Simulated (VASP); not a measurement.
The system is Mo.

```
Mo
1.0
    -1.58381    1.58381    1.58381
     1.58381   -1.58381    1.58381
     1.58381    1.58381   -1.58381
Mo
1
Direct
  0.00000 0.00000 0.00000
```

Base run:

* Program: VASP 6.6.1
* Functional: PBEsol
* Potentials or basis: VASP PAW PBE potentials, release 64 (Mo_sv)
* Cutoff: 520 eV
* k mesh: 12 × 12 × 12
* Occupations: fermi-dirac, width 0.05 eV
* Spin: non-collinear spin, zero start, spin-orbit coupling
* Starting moments: [[0.0, 0.0, 0.0]] μB

Its results: pressure -9.0 GPa; net moment 0.00 μB per cell.

**Question.** The run is repeated on the same cell with these changes: occupations from fermi-dirac, width 0.05 eV to tetrahedron; further incar settings from ALGO = Normal; EDIFF = 1e-06; NBANDS = 25 to ALGO = Normal; EDIFF = 1e-07; NBANDS = 25. What comes out?

**Answer.** Pressure -8.4 GPa; net moment 0.00 μB per cell.

Caveats: the cell stands under tension; the PAW data sets were made with another functional, which shifts forces and pressure a little.
